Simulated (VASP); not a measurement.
# Ge2BiP3 (P6/mmm) in VASP: notebook, part 2 of 2

VASP 6.6.1.

### 3 Relaxation of cell and atoms, PBE

This run uses another cell than the first one, of 21.31 Å³/atom, 1.034 times its volume.

Contents of INCAR:

```
SYSTEM = Ge2BiP3
PREC = Accurate
ENCUT = 600
EDIFF = 1E-6
ISMEAR = 0
SIGMA = 0.1
LREAL = .False.
LASPH = .True.
NELM = 100
ALGO = Normal
ISIF = 3
LWAVE = .False.
LCHARG = .False.
GGA = PE
IBRION = 2
NSW = 100
EDIFFG = -0.01
```

Contents of KPOINTS:

```
regular mesh
0
Gamma
  6 6 10
  0 0 0
```

Contents of POSCAR:

```
Ge2BiP3
1.0
    6.3392405100      0.0000000000      0.0000000000
   -3.1696202500      5.4899433200      0.0000000000
    0.0000000000      0.0000000000      3.6730962700
Ge Bi P
2 1 3
Direct
    0.6666666700      0.3333333300      0.0000000000
    0.3333333300      0.6666666700      0.0000000000
    0.0000000000      0.0000000000      0.0000000000
    0.5000000000      0.0000000000      0.5000000000
    0.0000000000      0.5000000000      0.5000000000
    0.5000000000      0.5000000000      0.5000000000
```

Potentials or basis: VASP PAW PBE potentials, release 64 (Ge_d, Bi_d, P).

Started as:

```bash
> cat potpaw_PBE.64/Ge_d/POTCAR potpaw_PBE.64/Bi_d/POTCAR potpaw_PBE.64/P/POTCAR > POTCAR
> mpirun -np 1 vasp_std > vasp.out
```

OUTCAR:

```text
SYSTEM = Ge2BiP3
   PREC = Accurate
   ENCUT = 600
   EDIFF = 1E-6
   ISMEAR = 0
   LREAL = .False.
   LASPH = .True.
   NELM = 100
   ISIF = 3
   GGA = PE
   IBRION = 2
   NSW = 100
   EDIFFG = -0.01

 ion  position               nearest neighbor table
   1  0.667  0.333  0.000-   4 2.59   4 2.59   5 2.59   5 2.59   6 2.59   6 2.59
   2  0.333  0.667  0.000-   4 2.59   4 2.59   5 2.59   5 2.59   6 2.59   6 2.59
   3  0.000  0.000  0.000-
   4  0.500  0.000  0.500-   1 2.59   2 2.59   1 2.59   2 2.59
   5  0.000  0.500  0.500-   1 2.59   2 2.59   1 2.59   2 2.59
   6  0.500  0.500  0.500-   1 2.59   2 2.59   1 2.59   2 2.59

  LATTYP: Found a hexagonal cell.
 ALAT       =     6.3392405100
 C/A-ratio  =     0.5794221349

  Lattice vectors:

 A1 = (   6.3392405100,   0.0000000000,   0.0000000000)
 A2 = (  -3.1696202500,   5.4899433200,   0.0000000000)
 A3 = (   0.0000000000,   0.0000000000,   3.6730962700)

Analysis of symmetry for initial positions (statically):
=====================================================================
 Subroutine PRICEL returns:
 Original cell was already a primitive cell.

 Routine SETGRP: Setting up the symmetry group for a
 hexagonal supercell.

 Subroutine GETGRP returns: Found 24 space group operations
 (whereof 24 operations were pure point group operations)
 out of a pool of 24 trial point group operations.

The static configuration has the point symmetry D_6h.

Analysis of symmetry for dynamics (positions and initial velocities):
=====================================================================
 Subroutine PRICEL returns:
 Original cell was already a primitive cell.

 Routine SETGRP: Setting up the symmetry group for a
 hexagonal supercell.

 Subroutine GETGRP returns: Found 24 space group operations
 (whereof 24 operations were pure point group operations)
 out of a pool of 24 trial point group operations.
[... 150 lines left out ...]

 number of electron      58.0000019 magnetization

 Free energy of the ion-electron system (eV)
  ---------------------------------------------------
  ext. energy  EPLUGINS =         0.00000000
  ---------------------------------------------------
  free energy    TOTEN  =       -25.57005585 eV

  energy without entropy =      -25.54078010  energy(sigma->0) =      -25.55541797

------------------------ aborting loop because EDIFF is reached ----------------------------------------

  FORCE on cell =-STRESS in cart. coord.  units (eV):
  Direction    XX          YY          ZZ          XY          YZ          ZX
  --------------------------------------------------------------------------------------
  -------------------------------------------------------------------------------------
  Total       -1.2274665     -1.2274665     -3.6975149     -0.0000000      0.0000000     -0.0000000
  in kB      -15.3844809    -15.3844809    -46.3428897     -0.0000000      0.0000000     -0.0000000
  external PRESSURE =     -25.7039505 kB  Pullay stress =       0.0000000 kB
[... 101 lines left out ...]
  FREE ENERGIE OF THE ION-ELECTRON SYSTEM (eV)
  ---------------------------------------------------
  free  energy   TOTEN  =       -25.6569163313 eV

  energy  without entropy=      -25.6324494358  energy(sigma->0) =      -25.64468288

[... ionic steps 4 to 7 ...]

--------------------------------------- Ionic step        8  -------------------------------------------

 number of electron      57.9999983 magnetization

------------------------ aborting loop because EDIFF is reached ----------------------------------------
[... 75 lines left out ...]
--------------------------------------- Ionic step       10  -------------------------------------------

 number of electron      57.9999994 magnetization

 Free energy of the ion-electron system (eV)
  ---------------------------------------------------
  ext. energy  EPLUGINS =         0.00000000
  ---------------------------------------------------
  free energy    TOTEN  =       -25.83059707 eV

  energy without entropy =      -25.81054991  energy(sigma->0) =      -25.82057349

 E-fermi :   6.8621     XC(G=0): -10.5418

 val. band max:        6.8607679559   @ k =   0.1667   0.1667   0.4000
 cond. band min:       6.8868513789   @ k =   0.3333   0.3333   0.5000
 fundamental gap:      0.0260834230
 Fermi energy:         6.8620821619

 k-point     1 :       0.0000    0.0000    0.0000
  band No.  band energies     occupation
      1     -17.8463      2.00000
      2     -17.8461      2.00000
      3     -17.8461      2.00000
      4     -17.8419      2.00000
      5     -17.8400      2.00000
      6     -17.8400      2.00000
[... 877 lines left out ...]
     33       8.2894      0.00000
     34       9.9078      0.00000

 [... further k-points ...]

------------------------ aborting loop because EDIFF is reached ----------------------------------------

  FORCE on cell =-STRESS in cart. coord.  units (eV):
  Direction    XX          YY          ZZ          XY          YZ          ZX
  --------------------------------------------------------------------------------------
  -------------------------------------------------------------------------------------
  Total        0.0038511      0.0038511      0.0363323      0.0000000     -0.0000000     -0.0000000
  in kB        0.0499631      0.0499631      0.4713641      0.0000000     -0.0000000     -0.0000000
  external PRESSURE =       0.1904301 kB  Pullay stress =       0.0000000 kB
[... 21 lines left out ...]
  FREE ENERGIE OF THE ION-ELECTRON SYSTEM (eV)
  ---------------------------------------------------
  free  energy   TOTEN  =       -25.8305970682 eV

  energy  without entropy=      -25.8105499074  energy(sigma->0) =      -25.82057349

 reached required accuracy - stopping structural energy minimisation
```

OSZICAR:

```text
N       E                     dE             d eps       ncg     rms          rms(c)
DAV:   1     0.603305756833E+03    0.60331E+03   -0.30350E+04  3314   0.359E+03
[... 92 lines left out ...]
DAV:   1    -0.258651018046E+02   -0.38613E-01   -0.86903E-01  3476   0.975E+00    0.109E+00
DAV:   2    -0.258405473794E+02    0.24554E-01   -0.53784E-02  3634   0.280E+00    0.603E-01
DAV:   3    -0.258308311870E+02    0.97162E-02   -0.20327E-02  3650   0.147E+00    0.129E-01
DAV:   4    -0.258306846311E+02    0.14656E-03   -0.21204E-03  3180   0.386E-01    0.713E-02
DAV:   5    -0.258306007180E+02    0.83913E-04   -0.22132E-04  3404   0.164E-01    0.215E-02
DAV:   6    -0.258305969427E+02    0.37753E-05   -0.18711E-05  3624   0.394E-02    0.785E-03
DAV:   7    -0.258305970682E+02   -0.12556E-06   -0.17092E-06  1834   0.147E-02
  10 F= -.25830597E+02 E0= -.25820573E+02  d E =-.410738E-02
```

Run time: 13 min. Hardware: 1 thread of Intel Xeon 6975P-C (Granite Rapids), shared host; peak memory 0.44 GiB.

Results:

```yaml
Free_energy: -25.8306 eV
Relaxed_volume: 20.58 Å³/atom
Relaxed_cell: a = 6.498 Å, b = 6.498 Å, c = 3.377 Å, α = 90.00°, β = 90.00°, γ = 120.00°
Space_group_after_relaxing_to_0.05_Å: P6/mmm (No. 191)
Energy_gained_by_relaxing: 43.4 meV/atom
Ionic_steps: 10
Pressure_after_relaxing: 0.0 GPa
Band_gap_on_the_k_mesh: zero (band 29 reaches 7.53 eV, above the bottom of band 30 at 6.09 eV)
```

The path:
| step | energy change (eV) | largest force (eV/Å) | pressure (GPa) | volume (Å³) |
| --- | --- | --- | --- | --- |
| 1 | 0.0000 | 0.0000 | -2.57 | 127.83 |
| 2 | -0.0838 | 0.0000 | 0.52 | 121.59 |
| 3 | -0.0869 | 0.0000 | 1.16 | 120.37 |
| 4 | -0.1784 | 0.0000 | 2.13 | 119.19 |
| 5 | 0.0947 | 0.0000 | 7.34 | 114.90 |
| 6 | -0.2044 | 0.0000 | 3.37 | 117.94 |
| 7 | -0.2103 | 0.0000 | 2.91 | 118.33 |
| 8 | -0.2560 | 0.0000 | 0.32 | 123.27 |
| 9 | -0.2564 | 0.0000 | 0.58 | 122.73 |
| 10 | -0.2605 | 0.0000 | 0.02 | 123.49 |

Final structure:
```
CELL_PARAMETERS angstrom
6.49777 0.00000 0.00000
-3.24889 5.62723 0.00000
0.00000 0.00000 3.37744
ATOMIC_POSITIONS crystal
Ge 0.66667 0.33333 0.00000
Ge 0.33333 0.66667 0.00000
Bi 0.00000 0.00000 0.00000
P 0.50000 0.00000 0.50000
P 0.00000 0.50000 0.50000
P 0.50000 0.50000 0.50000
```

Caveat: spin-orbit coupling is left out, which moves the levels of the heavy elements.

### 4 Single point, PBE

This run uses another cell than the first one, of 21.31 Å³/atom, 1.034 times its volume.

Contents of INCAR:

```
SYSTEM = Ge2BiP3
  PREC = Accurate
  ENCUT = 520
  EDIFF = 1E-7
  ISMEAR = 0
  SIGMA = 0.1
  LREAL = .False.
  LASPH = .True.
  NELM = 100
  ALGO = Normal
  ISIF = 2
  LWAVE = .False.
  LCHARG = .False.
  GGA = PE
  NBANDS = 38
```

Contents of KPOINTS:

```
Automatic mesh
0
Gamma
  3 3 6
  0 0 0
```

POSCAR is that of step 3.

Potentials or basis: VASP PAW PBE potentials, release 64 (Ge_d, Bi_d, P).

Started as:

```bash
> cat potpaw_PBE.64/Ge_d/POTCAR potpaw_PBE.64/Bi_d/POTCAR potpaw_PBE.64/P/POTCAR > POTCAR
> mpirun -np 1 vasp_std > vasp.out
```

OUTCAR:

```text
SYSTEM = Ge2BiP3
   PREC = Accurate
   ENCUT = 520
   EDIFF = 1E-7
   ISMEAR = 0
   LREAL = .False.
   LASPH = .True.
   NELM = 100
   ISIF = 2
   GGA = PE

 ion  position               nearest neighbor table
   1  0.667  0.333  0.000-   4 2.59   4 2.59   5 2.59   5 2.59   6 2.59   6 2.59
   2  0.333  0.667  0.000-   4 2.59   4 2.59   5 2.59   5 2.59   6 2.59   6 2.59
   3  0.000  0.000  0.000-
   4  0.500  0.000  0.500-   1 2.59   2 2.59   1 2.59   2 2.59
   5  0.000  0.500  0.500-   1 2.59   2 2.59   1 2.59   2 2.59
   6  0.500  0.500  0.500-   1 2.59   2 2.59   1 2.59   2 2.59

  LATTYP: Found a hexagonal cell.
 ALAT       =     6.3392405100
 C/A-ratio  =     0.5794221349

  Lattice vectors:

 A1 = (   6.3392405100,   0.0000000000,   0.0000000000)
 A2 = (  -3.1696202500,   5.4899433200,   0.0000000000)
 A3 = (   0.0000000000,   0.0000000000,   3.6730962700)

Analysis of symmetry for initial positions (statically):
=====================================================================
 Subroutine PRICEL returns:
 Original cell was already a primitive cell.

 Routine SETGRP: Setting up the symmetry group for a
 hexagonal supercell.

 Subroutine GETGRP returns: Found 24 space group operations
 (whereof 24 operations were pure point group operations)
 out of a pool of 24 trial point group operations.

The static configuration has the point symmetry D_6h.

Analysis of symmetry for dynamics (positions and initial velocities):
=====================================================================
 Subroutine PRICEL returns:
 Original cell was already a primitive cell.

 Routine SETGRP: Setting up the symmetry group for a
 hexagonal supercell.

 Subroutine GETGRP returns: Found 24 space group operations
 (whereof 24 operations were pure point group operations)
 out of a pool of 24 trial point group operations.

The dynamic configuration has the point symmetry D_6h.

 Subroutine INISYM returns: Found 24 space group operations
 (whereof 24 operations are pure point group operations),
[... 114 lines left out ...]
  Thomas-Fermi vector in A             =   2.391607
   LORBIT       =      0    0 simple, 1 ext, 2 COOP (PROOUT), +10 PAW based schemes
   GGA     = PE    functional components
   LHFCALC =     F    Hartree Fock is set to
   AEXX    =    0.0000 exact exchange contribution
   IVDW    =     0    specifies the selected vdW correction
   LEPSILON=     F    determine dielectric tensor
   LRPA    =     F    only Hartree local field effects (RPA)
 non-spin polarized calculation
 Gauss-broadening in eV      SIGMA  =   0.10
  energy-cutoff  :      520.00
  volume of cell :      127.83
 maximum number of plane-waves:      3464
 NGX is ok and might be reduce to    48
   NGX = 23   NGY = 23   NGZ = 13

 number of electron      58.0000034 magnetization

 Free energy of the ion-electron system (eV)
  ---------------------------------------------------
  ext. energy  EPLUGINS =         0.00000000
  ---------------------------------------------------
  free energy    TOTEN  =       -25.77775561 eV

  energy without entropy =      -25.76636704  energy(sigma->0) =      -25.77206132

 E-fermi :   6.6512     XC(G=0): -10.4138

 val. band max:        6.5202206066   @ k =   0.3333   0.3333   0.5000
 cond. band min:       6.6829154762   @ k =   0.3333   0.0000   0.5000
 fundamental gap:      0.1626948697
 Fermi energy:         6.6512291008

 k-point     1 :       0.0000    0.0000    0.0000
  band No.  band energies     occupation
      1     -18.1956      2.00000
      2     -18.1956      2.00000
      3     -18.1886      2.00000
      4     -18.1885      2.00000
      5     -18.1830      2.00000
      6     -18.1830      2.00000
[... 481 lines left out ...]
     37      11.0225      0.00000
     38      11.9619      0.00000

------------------------ aborting loop because EDIFF is reached ----------------------------------------

  FORCE on cell =-STRESS in cart. coord.  units (eV):
  Direction    XX          YY          ZZ          XY          YZ          ZX
  --------------------------------------------------------------------------------------
  -------------------------------------------------------------------------------------
  Total       -1.6716577     -1.6716577     -4.9566287     -0.0000000     -0.0000000      0.0000000
  in kB      -20.9517611    -20.9517611    -62.1240231     -0.0000000     -0.0000000      0.0000000
  external PRESSURE =     -34.6758485 kB  Pullay stress =       0.0000000 kB

 VOLUME and BASIS-vectors are now :
 -----------------------------------------------------------------------------
  energy-cutoff  :      520.00
  volume of cell :      127.83
      direct lattice vectors                 reciprocal lattice vectors
     6.339240510  0.000000000  0.000000000     0.157747604  0.091075621  0.000000000
    -3.169620250  5.489943320  0.000000000     0.000000000  0.182151243  0.000000000
     0.000000000  0.000000000  3.673096270     0.000000000  0.000000000  0.272249875

 POSITION                                       TOTAL-FORCE (eV/Angst)
 -----------------------------------------------------------------------------------
      3.16962      1.82998      0.00000         0.000000     -0.000000      0.000000
     -0.00000      3.65996      0.00000        -0.000000      0.000000      0.000000
      0.00000      0.00000      0.00000         0.000000      0.000000      0.000000
      3.16962      0.00000      1.83655         0.000000      0.000000      0.000000
     -1.58481      2.74497      1.83655         0.000000      0.000000      0.000000
      1.58481      2.74497      1.83655         0.000000      0.000000      0.000000
 -----------------------------------------------------------------------------------
    total drift:                               -0.000000      0.000000     -0.000000

  FREE ENERGIE OF THE ION-ELECTRON SYSTEM (eV)
  ---------------------------------------------------
  free  energy   TOTEN  =       -25.7777556080 eV

  energy  without entropy=      -25.7663670388  energy(sigma->0) =      -25.77206132
```

stdout:

```text
POSCAR found type information on POSCAR GeBiP
 POSCAR found :  3 types and       6 ions
 scaLAPACK will be used
 LDA part: xc-table for (Slater+PW92), standard interpolation
 POSCAR, INCAR and KPOINTS ok, starting setup
 FFT: planning ... GRIDC
 FFT: planning ... GRID_SOFT
 FFT: planning ... GRID
 WAVECAR not read
 entering main loop
```

It took 28 s on 1 thread of Intel Xeon 6975P-C (Granite Rapids), shared host; peak memory 0.26 GiB.

Results:

- Free energy: -25.7778 eV
- Pressure: -3.5 GPa
- Band gap on the k mesh: zero (band 29 reaches 7.19 eV, above the bottom of band 30 at 5.77 eV)

Stress tensor (GPa, compression positive):
```
-2.10  0.00  0.00
 0.00 -2.10  0.00
 0.00  0.00 -6.21
```

Levels at points of the mesh, in eV from the Fermi level:
```csv
k point,band 26,band 27,band 28,band 29,band 30,band 31,band 32,band 33
"(0.00, 0.00, 0.00)",-0.38,-0.24,-0.24,0.54,0.85,1.21,1.94,1.94
"(0.00, 0.00, 0.50)",-3.03,-2.65,-2.12,-2.12,1.41,1.45,1.45,2.70
```

Caveat: the k points lie up to 0.38 Å⁻¹ apart; spin-orbit coupling is left out, which moves the levels of the heavy elements.

### 5 Overview

| task | cell | k mesh | cutoff (eV) | gap on the mesh (eV) | pressure (GPa) |
| --- | --- | --- | --- | --- | --- |
| single point | a = 6.499, b = 6.499, c = 3.379 Å, angles 90.0, 90.0, 120.0°, 6 atoms | 6 × 6 × 10 | 520 | none | 0.0 |
| relaxation of cell and atoms | relaxed from a = 6.339, b = 6.339, c = 3.673 Å, angles 90.0, 90.0, 120.0°, 6 atoms | 6 × 6 × 10 | 600 | none | 0.0 |
| single point | a = 6.339, b = 6.339, c = 3.673 Å, angles 90.0, 90.0, 120.0°, 6 atoms | 3 × 3 × 6 | 520 | none | -3.5 |

Alike in all rows: level PBE; potentials or basis VASP PAW PBE potentials, release 64 (Ge_d, Bi_d, P); no spin polarisation; smearing gaussian 0.1 eV.

Caveats: some runs use coarse meshes; spin-orbit coupling is left out, which moves the levels of the heavy elements.

Total energies depend on the potentials used, so only differences within one code and one set of settings carry meaning.
